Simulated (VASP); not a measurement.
# PtSe2 (P-3m1) in VASP: single point with PBE+D3(BJ)

Aim: the single point of PtSe2 with PBE+D3(BJ).

Everything below comes from runs of VASP 6.6.1. Logs are shortened: lines on timing, memory, paths and dates and some standing lists are left out, and cuts for length are marked.

### 1 The cell of the first run

The structure is trigonal, space group P-3m1 (No. 164). Conventional cell: a = 3.772 Å, b = 3.772 Å, c = 4.821 Å, α = 90.00°, β = 90.00°, γ = 120.00°. Within 3.3 Å of Pt (site symmetry -3m) lie 6 Se at 2.53 Å. Se (site symmetry 3m) has 3 Pt at 2.53 Å and 6 Se at 3.14 to 3.36 Å within 3.4 Å.

### 2 Single point, PBE+D3(BJ), non-collinear spin, zero start, spin-orbit coupling

POSCAR

```
PtSe2
1.0
    3.7721514363      0.0000000000      0.0000000000
   -1.8860757182      3.2667789708      0.0000000000
    0.0000000000      0.0000000000      4.8211844080
Pt Se
1 2
Direct
    0.0000000000      0.0000000000      0.0000000000
    0.3333333333      0.6666666667      0.2653814772
    0.6666666667      0.3333333333      0.7346185228
```

INCAR.step1

```
SYSTEM = PtSe2
  ALGO = Normal
  EDIFF = 1E-6
  ENCUT = 520
  GGA = PE
  GGA_COMPAT = .FALSE.
  ISIF = 2
  ISMEAR = 0
  IVDW = 12
  LASPH = .TRUE.
  LCHARG = .TRUE.
  LMAXMIX = 4
  LORBMOM = .TRUE.
  LREAL = .FALSE.
  LSORBIT = .TRUE.
  LWAVE = .FALSE.
  MAGMOM = 0 0 0 0 0 0 0 0 0
  NBANDS = 35
  NELM = 150
  PREC = Accurate
  SIGMA = 0.05
```

KPOINTS.step1

```
k-points
0
G
  10 10 8
  0 0 0
```

INCAR.step2

```
SYSTEM = PtSe2
  ALGO = Normal
  EDIFF = 1E-6
  ENCUT = 520
  GGA = PE
  GGA_COMPAT = .FALSE.
  ICHARG = 11
  ISIF = 2
  ISMEAR = -5
  IVDW = 12
  LASPH = .TRUE.
  LCHARG = .FALSE.
  LMAXMIX = 4
  LORBIT = 10
  LORBMOM = .TRUE.
  LREAL = .FALSE.
  LSORBIT = .TRUE.
  LWAVE = .FALSE.
  MAGMOM = 0 0 0 0 0 0 0 0 0
  NEDOS = 2001
  NELM = 150
  PREC = Accurate
  SIGMA = 0.05
```

KPOINTS.step2

```
k-points
0
G
  15 15 12
  0 0 0
```

Potentials or basis: VASP PAW PBE potentials, release 64 (Pt, Se).

On the command line:

```sh
$ cat potpaw_PBE.64/Pt/POTCAR potpaw_PBE.64/Se/POTCAR > POTCAR
$ cp INCAR.step1 INCAR
$ cp KPOINTS.step1 KPOINTS
$ mpirun -np 1 vasp_ncl > vasp.out
$ cp INCAR.step2 INCAR
$ cp KPOINTS.step2 KPOINTS
$ mpirun -np 1 vasp_ncl > vasp.out
```

OUTCAR:

```text
SYSTEM = PtSe2
   EDIFF = 1E-6
   ENCUT = 520
   GGA = PE
   ICHARG = 11
   ISIF = 2
   ISMEAR = -5
   IVDW = 12
   LASPH = .TRUE.
   LORBIT = 10
   LREAL = .FALSE.
   LSORBIT = .TRUE.
   NELM = 150
   PREC = Accurate
 IVDW          = 12

 ion  position               nearest neighbor table
   1  0.000  0.000  0.000-   2 2.53   3 2.53   3 2.53   2 2.53   3 2.53   2 2.53
   2  0.333  0.667  0.265-   1 2.53   1 2.53   1 2.53
   3  0.667  0.333  0.735-   1 2.53   1 2.53   1 2.53

  LATTYP: Found a hexagonal cell.
 ALAT       =     3.7721514363
 C/A-ratio  =     1.2780993789

  Lattice vectors:

 A1 = (   3.7721514363,   0.0000000000,   0.0000000000)
 A2 = (  -1.8860757182,   3.2667789708,   0.0000000000)
 A3 = (   0.0000000000,   0.0000000000,   4.8211844080)

Analysis of symmetry for initial positions (statically):
=====================================================================
 Subroutine PRICEL returns:
 Original cell was already a primitive cell.

 Routine SETGRP: Setting up the symmetry group for a
 hexagonal supercell.

 Subroutine GETGRP returns: Found 12 space group operations
 (whereof 12 operations were pure point group operations)
 out of a pool of 24 trial point group operations.

The static configuration has the point symmetry D_3d.

Analysis of symmetry for dynamics (positions and initial velocities):
=====================================================================
 Subroutine PRICEL returns:
 Original cell was already a primitive cell.

 Routine SETGRP: Setting up the symmetry group for a
 hexagonal supercell.

 Subroutine GETGRP returns: Found 12 space group operations
 (whereof 12 operations were pure point group operations)
 out of a pool of 24 trial point group operations.

The dynamic configuration has the point symmetry D_3d.

Analysis of structural, dynamic, and magnetic symmetry:
=====================================================================
 Subroutine PRICEL returns:
 Original cell was already a primitive cell.

 Routine SETGRP: Setting up the symmetry group for a
 hexagonal supercell.

 Subroutine GETGRP returns: Found 12 space group operations
 (whereof 12 operations were pure point group operations)
 out of a pool of 24 trial point group operations.

The overall configuration has the point symmetry D_3d.

 Subroutine INISYM returns: Found 12 space group operations
 (whereof 12 operations are pure point group operations),
 and found     1 'primitive' translations

----------------------------------------------------------------------------------------

                                     Primitive cell

  volume of cell :      59.4104

  direct lattice vectors                    reciprocal lattice vectors
     3.772151436  0.000000000  0.000000000     0.265100704  0.153055963  0.000000000
    -1.886075718  3.266778971  0.000000000     0.000000000  0.306111925  0.000000000
     0.000000000  0.000000000  4.821184408     0.000000000  0.000000000  0.207417911

  length of vectors
     3.772151436  3.772151436  4.821184408     0.306111925  0.306111925  0.207417911

  position of ions in fractional coordinates (direct lattice)
     0.000000000  0.000000000  0.000000000
     0.333333333  0.666666667  0.265381477
     0.666666667  0.333333333  0.734618523

  ion indices of the primitive-cell ions
   primitive index   ion index
                 1           1
                 2           2
                 3           3

----------------------------------------------------------------------------------------

 KPOINTS: k-points

Automatic generation of k-mesh.
 Grid dimensions read from file:
 generate k-points for:   15   15   12

 Generating k-lattice:

  Cartesian coordinates                     Fractional coordinates (reciprocal lattice)
     0.017673380  0.010203731  0.000000000     0.066666667 -0.000000000  0.000000000
     0.000000000  0.020407462  0.000000000     0.000000000  0.066666667  0.000000000
     0.000000000  0.000000000  0.017284826     0.000000000  0.000000000  0.083333333
[... 94 lines left out ...]

 number of electron      21.9999997 magnetization      -0.0000000     -0.0000000      0.0000000

 Free energy of the ion-electron system (eV)
  ---------------------------------------------------
  ext. energy  EPLUGINS =         0.00000000
  ---------------------------------------------------
  free energy    TOTEN  =       -14.59200767 eV

  energy without entropy =      -14.59200767  energy(sigma->0) =      -14.59200767

 E-fermi :   6.8051     XC(G=0): -10.8240

 val. band max:        6.9105408237   @ k =   0.0000   0.2000   0.2500
 cond. band min:       6.7278223430   @ k =  -0.2000  -0.4667   0.0833
 fundamental gap:     -0.1827184807
 Fermi energy:         6.8050718901

 k-point     1 :       0.0000    0.0000    0.0000
  band No.  band energies     occupation
      1      -8.9464      1.00000
      2      -8.9464      1.00000
      3      -5.8477      1.00000
      4      -5.8477      1.00000
      5      -0.4324      1.00000
      6      -0.4324      1.00000
[... 781 lines left out ...]
     29      13.5525      0.00000
     30      13.5525      0.00000

 [... further k-points ...]

------------------------ aborting loop because EDIFF is reached ----------------------------------------

 Edisp (eV)   -1.46999

 E8    (eV) :    -0.6316

  FORCE on cell =-STRESS in cart. coord.  units (eV):
  Direction    XX          YY          ZZ          XY          YZ          ZX
  --------------------------------------------------------------------------------------
  -------------------------------------------------------------------------------------
  Total      -0.02337    -0.02337     0.00074     0.00000     0.00000    -0.00000
  in kB      -0.63012    -0.63012     0.01991     0.00000     0.00000    -0.00000
  external pressure =       -0.41 kB  Pullay stress =        0.00 kB

 VOLUME and BASIS-vectors are now :
 -----------------------------------------------------------------------------
  energy-cutoff  :      520.00
  volume of cell :       59.41
      direct lattice vectors                 reciprocal lattice vectors
     3.772151436  0.000000000  0.000000000     0.265100704  0.153055963  0.000000000
    -1.886075718  3.266778971  0.000000000     0.000000000  0.306111925  0.000000000
     0.000000000  0.000000000  4.821184408     0.000000000  0.000000000  0.207417911

 POSITION                                       TOTAL-FORCE (eV/Angst)
 -----------------------------------------------------------------------------------
      0.00000      0.00000      0.00000        -0.000000      0.000000      0.000000
     -0.00000      2.17785      1.27945         0.000000     -0.000000      0.028849
      1.88608      1.08893      3.54173        -0.000000      0.000000     -0.028849
 -----------------------------------------------------------------------------------
    total drift:                                0.000000     -0.000000      0.000000

  FREE ENERGIE OF THE ION-ELECTRON SYSTEM (eV)
  ---------------------------------------------------
  free  energy   TOTEN  =       -16.0619975753 eV

  energy  without entropy=      -16.0619975753  energy(sigma->0) =      -16.06199758

 orbital moment (x)

 # of ion     p       d       tot
 ----------------------------------------
  1         0.000  -0.000  -0.000
  2        -0.000   0.000  -0.000
  3        -0.000  -0.000  -0.000
 ----------------------------------------
           -0.000  -0.000  -0.000

 orbital moment (y)

 # of ion     p       d       tot
 ----------------------------------------
  1        -0.000   0.000  -0.000
  2        -0.000   0.000  -0.000
  3        -0.000   0.000  -0.000
 ----------------------------------------
           -0.000   0.000  -0.000

 orbital moment (z)

 # of ion     p       d       tot
 ----------------------------------------
  1         0.000  -0.000  -0.000
  2         0.000  -0.000  -0.000
  3         0.000  -0.000  -0.000
 ----------------------------------------
            0.000  -0.000  -0.000

 Spin-Orbit-Coupling matrix elements

 Ion:    1  E_soc:     -0.7280910
 l=   1
     0.0000000    -0.0324639    -0.0341393
    -0.0324639     0.0000000    -0.0324639
    -0.0341393    -0.0324639     0.0000000
 l=   2
     0.0000000    -0.0194773     0.0000000    -0.0194773    -0.0658492
    -0.0194773     0.0000000    -0.0486180    -0.0239841    -0.0194773
     0.0000000    -0.0486180     0.0000000    -0.0486180     0.0000000
    -0.0194773    -0.0239841    -0.0486180     0.0000000    -0.0194773
    -0.0658492    -0.0194773     0.0000000    -0.0194773     0.0000000
 l=   3
     0.0000000     0.0000000     0.0000000     0.0000000     0.0000000     0.0000000     0.0000000
     0.0000000     0.0000000     0.0000000     0.0000000     0.0000000     0.0000000     0.0000000
     0.0000000     0.0000000     0.0000000     0.0000000     0.0000000     0.0000000     0.0000000
     0.0000000     0.0000000     0.0000000     0.0000000     0.0000000     0.0000000     0.0000000
[... 29 lines left out ...]
 l=   2
     0.0000000    -0.0000014     0.0000000    -0.0000014    -0.0000166
    -0.0000014     0.0000000    -0.0000120    -0.0000061    -0.0000014
     0.0000000    -0.0000120     0.0000000    -0.0000120     0.0000000
    -0.0000014    -0.0000061    -0.0000120     0.0000000    -0.0000014
    -0.0000166    -0.0000014     0.0000000    -0.0000014     0.0000000
 l=   3
     0.0000000     0.0000000     0.0000000     0.0000000     0.0000000     0.0000000     0.0000000
     0.0000000     0.0000000     0.0000000     0.0000000     0.0000000     0.0000000     0.0000000
     0.0000000     0.0000000     0.0000000     0.0000000     0.0000000     0.0000000     0.0000000
     0.0000000     0.0000000     0.0000000     0.0000000     0.0000000     0.0000000     0.0000000
     0.0000000     0.0000000     0.0000000     0.0000000     0.0000000     0.0000000     0.0000000
     0.0000000     0.0000000     0.0000000     0.0000000     0.0000000     0.0000000     0.0000000
     0.0000000     0.0000000     0.0000000     0.0000000     0.0000000     0.0000000     0.0000000

 total charge

# of ion       s       p       d       tot
------------------------------------------
    1        0.676   0.688   8.000   9.363
    2        1.488   2.221   0.070   3.779
    3        1.488   2.221   0.070   3.779
--------------------------------------------------
tot          3.652   5.130   8.140  16.922

 magnetization (x)

# of ion       s       p       d       tot
------------------------------------------
    1        0.000   0.000   0.000   0.000
    2        0.000  -0.000   0.000  -0.000
    3        0.000   0.000   0.000   0.000
--------------------------------------------------
tot          0.000   0.000   0.000   0.000

 magnetization (y)

# of ion       s       p       d       tot
------------------------------------------
    1        0.000  -0.000  -0.000  -0.000
    2        0.000   0.000   0.000   0.000
    3        0.000   0.000   0.000   0.000
--------------------------------------------------
tot          0.000   0.000   0.000   0.000

 magnetization (z)

# of ion       s       p       d       tot
------------------------------------------
    1        0.000  -0.000   0.000  -0.000
    2        0.000   0.000   0.000   0.000
    3        0.000   0.000   0.000   0.000
--------------------------------------------------
tot          0.000  -0.000   0.000  -0.000
```

Wall time 21 min (1 thread of Oxide Virtual Turin-like, shared host); peak memory 0.77 GiB.

What came out:

- Net moment: 0.00 μB per cell
- Valence electrons inside the program's atomic spheres: Pt 9.36; Se 3.78
- Dispersion energy per atom: -0.490 eV

Moments on the atoms (μB; x, y, z):
```
Pt  0.00 0.00 0.00
Se  0.00 0.00 0.00
Se  0.00 0.00 0.00
```
